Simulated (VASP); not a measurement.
Runs of VASP 6.6.1 on Pb. The structure is that of space group Fm-3m (No. 225), or close to it. The cells are those of the table. 

```csv
level,potentials or basis,cell,smearing,gap on the mesh (eV),pressure (GPa)
PBEsol,"VASP PAW PBE potentials, release 64 (Pb_d)","a = 3.023 Å, angles 60.0°, 1 atom",fermi-dirac 0.1 eV,none,(a)
PBEsol,"VASP PAW PBE potentials, release 64 (Pb_d)","a = 3.430 Å, angles 60.0°, 1 atom",fermi-dirac 0.1 eV,none,(b)
LDA,"VASP PAW LDA potentials, release 64 (Pb_d)","a = 3.305 Å, angles 60.0°, 1 atom",fermi-dirac 0.01 eV,none,9.4
PBEsol,"VASP PAW PBE potentials, release 64 (Pb_d)","a = 3.305 Å, angles 60.0°, 1 atom",fermi-dirac 0.1 eV,none,11.3
PBEsol,"VASP PAW PBE potentials, release 64 (Pb_d)","a = 2.859 Å, angles 60.0°, 1 atom",fermi-dirac 0.1 eV,none,123.4
PBEsol,"VASP PAW PBE potentials, release 64 (Pb_d)","a = 2.674 Å, angles 60.0°, 1 atom",fermi-dirac 0.1 eV,none,(c)
PBEsol,"VASP PAW PBE potentials, release 64 (Pb_d)","a = 3.489 Å, angles 60.0°, 1 atom",fermi-dirac 0.1 eV,none,-0.1
PBEsol,"VASP PAW PBE potentials, release 64 (Pb_d)","a = 3.170 Å, angles 60.0°, 1 atom",fermi-dirac 0.1 eV,none,27.4
PBEsol,"VASP PAW PBE potentials, release 64 (Pb_d)","a = 2.571 Å, angles 60.0°, 1 atom",fermi-dirac 0.1 eV,none,417.1
```

Alike in all rows: task single point; no spin polarisation; k mesh 15 × 15 × 15; cutoff (eV) 520.

Q: Estimate the missing entries.

A: (a) 58.7; (b) 2.6; (c) 271.4.

Caveats: spin-orbit coupling is left out, which moves the levels of the heavy elements; the PAW data sets were made with another functional, which shifts forces and pressure a little (at least some runs); the cell stands under pressure (at least some runs).

A k mesh can miss the band edges, and the runs leave out spin-orbit coupling on Pb.

A gap of «none» marks levels without a gap at the run's occupations.
